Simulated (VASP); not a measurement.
# PbF2: single point with PBE

PbF2:

```
Pb F
1.0
     0.00000    2.96366    2.96366
     2.96366    0.00000    2.96366
     2.96366    2.96366    0.00000
Pb F
1 2
Direct
  0.00000 0.00000 0.00000
  0.75000 0.75000 0.75000
  0.25000 0.25000 0.25000
```

```yaml
Program: VASP 6.6.1
Task: single point
Functional: PBE
Potentials_or_basis: VASP PAW PBE potentials, release 64 (Pb_d, F)
Cutoff: 600 eV
k_mesh: 8 × 8 × 8
Occupations: gaussian, width 0.022 eV
Spin: no spin polarisation
Dipole_correction: no
Further_INCAR_settings: ALGO = Normal; EDIFF = 1e-06; NBANDS = 21
```

```json
{
  "Pressure": "2.4 GPa",
  "Band gap on the k mesh": "4.42 eV (least direct gap 4.56 eV)"
}
```

Levels at points of the mesh, in eV from the valence-band top:
```tsv
k point	band 10	band 11	band 12	band 13	band 14	band 15	band 16	band 17	band 18	band 19
(0.00, 0.00, 0.00)	-2.48	-2.48	-1.98	-1.98	-1.98	6.78	6.78	6.78	10.64	15.15
(0.50, 0.00, 0.00)	-2.68	-2.68	-2.15	-2.15	-0.03	5.03	7.67	7.67	13.22	13.75
(0.50, 0.50, 0.00)	-3.55	-1.56	-1.56	-1.56	-0.15	4.42	7.90	7.90	8.96	14.20
```

Run time: 110 s on 1 thread of Oxide Virtual Turin-like Processor (shared host), peak memory 0.19 GiB.

Caveat: spin-orbit coupling is left out, which moves the levels of the heavy elements. A hybrid or GW would open this gap; PBE tends to underestimate it.
